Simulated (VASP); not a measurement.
Input of a VASP 6.6.1 run:

File INCAR:

```
SYSTEM = Hf
  PREC = Accurate
  ENCUT = 520
  EDIFF = 1E-7
  ISMEAR = -1
  SIGMA = 0.05
  LREAL = .False.
  LASPH = .True.
  NELM = 150
  ALGO = Normal
  ISIF = 2
  LWAVE = .False.
  LCHARG = .False.
  ISPIN = 2
  MAGMOM = 0.1
  LORBIT = 11
  NUPDOWN = 0.1
  LMAXMIX = 4
  GGA = PE
  NBANDS = 15
```

The input KPOINTS:

```
Automatic mesh
0
Gamma
  15 15 15
  0 0 0
```

POSCAR

```
Hf
1.0
    0.0000000000      2.2200000000      2.2200000000
    2.2200000000      0.0000000000      2.2200000000
    2.2200000000      2.2200000000      0.0000000000
Hf
1
Direct
    0.0000000000      0.0000000000      0.0000000000
```

Potentials or basis: VASP PAW PBE potentials, release 64 (Hf_pv).

Command:

```bash
$ cat potpaw_PBE.64/Hf_pv/POTCAR > POTCAR
$ mpirun -np 1 vasp_std > vasp.out
```

Question: What does it give for the pressure?

Answer: 2.9 GPa.

Caveat: the total moment is fixed, so each spin has its own Fermi level.
